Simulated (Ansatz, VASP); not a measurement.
**Hf5W in VASP and in Ansatz**

```
Hf W
1.0
    -3.52287   -3.42388    3.38067
    -3.66149    3.45510   -3.48610
     1.73856   -5.16228   -5.11952
Hf W
10 2
Direct
  0.65395 0.65296 0.69874
  0.14779 0.64848 0.65106
  0.70613 0.17107 0.67962
  0.79942 0.79340 0.31464
  0.33380 0.89953 0.35281
  0.81585 0.28086 0.31423
  0.34362 0.38378 0.33448
  0.00739 0.52310 0.00898
  0.49213 0.96071 0.98793
  0.01827 0.03211 0.99552
  0.20647 0.19425 0.67708
  0.47315 0.47028 0.97886
```

Alike in both runs: functional PBE; k mesh 4 × 4 × 3; occupations gaussian, width 0.1 eV; no spin polarisation.

Ansatz relaxed the structure, and its values are those at the end. VASP's run is a single point on that final structure, the one shown.

|  | VASP | Ansatz |
| --- | --- | --- |
| version | VASP 6.6.1 | Ansatz 0.2.0 |
| potentials or method | VASP PAW PBE potentials, release 64 (Hf_pv, W_sv), cutoff 520 eV | scalar-relativistic, plane waves, PAW |
| valence electrons in the cell | 128 | 288 |

Ansatz gave:

```
gap on the k mesh at the Fermi level (eV) : none
pressure (GPa)                            : 0.0
rms of the force components (eV/Å)        : 0.015
```

Q: Estimate VASP's values.

A: gap on the k mesh at the Fermi level (eV): none; pressure (GPa): -0.4; rms of the force components (eV/Å): 0.015.

A gap of «none» marks a metal or a gap that the smearing closes. VASP's potentials hold 128 valence electrons a cell and Ansatz's 288, so a difference there can come from the potentials and not from the codes.

Neither program's run includes spin-orbit coupling.
